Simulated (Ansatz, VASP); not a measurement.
**Two plane-wave programs on TiPd3**

```xyz
4
Lattice="3.8703 0.0000 0.0000 0.0000 3.8703 0.0000 0.0000 0.0000 3.8703" Properties=species:S:1:pos:R:3 pbc="T T T"
Ti    0.0000    0.0000    0.0000
Pd    0.0000    1.9351    1.9351
Pd    1.9351    0.0000    1.9351
Pd    1.9351    1.9351    0.0000
```

Change from the starting cell: volume scaled by 1.04, PAW files.

Alike in both runs: task electric field gradients; functional LDA; k mesh 11 × 11 × 11; occupations fermi-dirac, width 0.05 eV; no spin polarisation.

|  | VASP | Ansatz |
| --- | --- | --- |
| version | VASP 6.6.1 | Ansatz 0.2.0 |
| potentials or method | VASP PAW LDA potentials, release 64 (Ti_sv, Pd) | PAW with Ansatz's default frozen-core files, scalar-relativistic |
| plane-wave cutoff (eV) | 520 | 420 |
| valence electrons in the cell | 42 | 66 |

|  | VASP | Ansatz | Ansatz less VASP |
| --- | --- | --- | --- |
| pressure (GPa) | -5.8 | -6.2 | -0.36 |
| size of Vzz on the site where it differs most (V/Å²) | 59.5 | 78.1 | +18.58 |

LDA's correlation is that of Perdew and Zunger in VASP and of Perdew and Wang (1992) in Ansatz. VASP's potentials hold 42 valence electrons a cell and Ansatz's 66, so a difference there can come from the potentials and not from the codes.
